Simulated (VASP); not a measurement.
Ir, 1 atom in the cell. It takes space group I4/mmm (No. 139, tetragonal). Conventional cell: a = 2.911 Å, b = 2.911 Å, c = 3.265 Å, α = 90.00°, β = 90.00°, γ = 90.00°. Ir (site symmetry 4/mmm) has 14 Ir at 2.63 to 3.27 Å within 3.5 Å.  This cell differs from its parent crystal: volume 13.835 Å^3 an atom, c/a of the conventional cell 0.7932.

* Program: VASP 6.6.1
* Task: single point
* Functional: LDA
* Potentials or basis: VASP PAW LDA potentials, release 64 (Ir)
* Cutoff: 520 eV
* k mesh: 22 × 22 × 22
* Occupations: gaussian, width 0.15 eV
* Spin: no spin polarisation
* Dipole correction: no
* Further INCAR settings: ALGO = Fast; EDIFF = 1e-07; NBANDS = 10

Potentials or basis: VASP PAW LDA potentials, release 64 (Ir).

Run with:

```sh
$ cat potpaw_LDA.64/Ir/POTCAR > POTCAR
$ mpirun -np 1 vasp_std > vasp.out
```

Hardware: 1 thread of Intel(R) Xeon(R) 6975P-C (Granite Rapids), on a shared host.

**Question.** How long does it take, and how much memory?

**Answer.** Run time: 60 s on 1 thread of Intel(R) Xeon(R) 6975P-C (Granite Rapids) (shared host), peak memory 0.23 GiB. Counts: scf iterations 18, k points 834.
